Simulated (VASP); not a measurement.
Write the native input for VASP 6.6.1 that does the following.

```yaml
Task: electric field gradients
Functional: PBE
Potentials_or_basis: VASP PAW PBE potentials, release 64 (Zn, Se)
Cutoff: 520 eV
k_mesh: 8 × 8 × 8
Occupations: fermi-dirac, width 0.03 eV
Spin: no spin polarisation
Dipole_correction: no
Further_INCAR_settings: ALGO = Normal; EDIFF = 1e-08; NBANDS = 16
```

The structure of ZnSe lies in POSCAR:

```
ZnSe
1.0
    0.0000000000      2.9188140000      2.8338000000
    2.9188140000      0.0000000000      2.8338000000
    2.9188140000      2.9188140000      0.0000000000
Zn Se
1 1
Direct
    0.0000000000      0.0000000000      0.0000000000
    0.7500000000      0.7500000000      0.7500000000
```

This cell differs from its parent crystal: equal xx and yy strain of +3 %.

One way to write it, as run:

INCAR

```
SYSTEM = ZnSe
PREC = Accurate
ENCUT = 520
EDIFF = 1E-8
ISMEAR = -1
SIGMA = 0.03
LREAL = .False.
LASPH = .True.
NELM = 60
ALGO = Normal
ISIF = 2
LWAVE = .False.
LCHARG = .False.
GGA = PE
LEFG = .True.
NBANDS = 16
```

KPOINTS

```
Automatic mesh
0
Gamma
  8 8 8
  0 0 0
```

Potentials or basis: VASP PAW PBE potentials, release 64 (Zn, Se).

Run with:

```sh
$ cat potpaw_PBE.64/Zn/POTCAR potpaw_PBE.64/Se/POTCAR > POTCAR
$ mpirun -np 1 vasp_std > vasp.out
```

It gave:

```
Pressure               : -1.2 GPa
Band gap on the k mesh : 0.99 eV, direct
```

Caveat: the cell differs from its parent crystal (equal xx and yy strain of +3 %); without QUAD_EFG the Cq values of the log hold for a quadrupole moment of 1 mb, not for the nuclei.

Run time: 26 s on 1 thread of Intel(R) Xeon(R) 6975P-C (Granite Rapids) (shared host), peak memory 0.19 GiB.
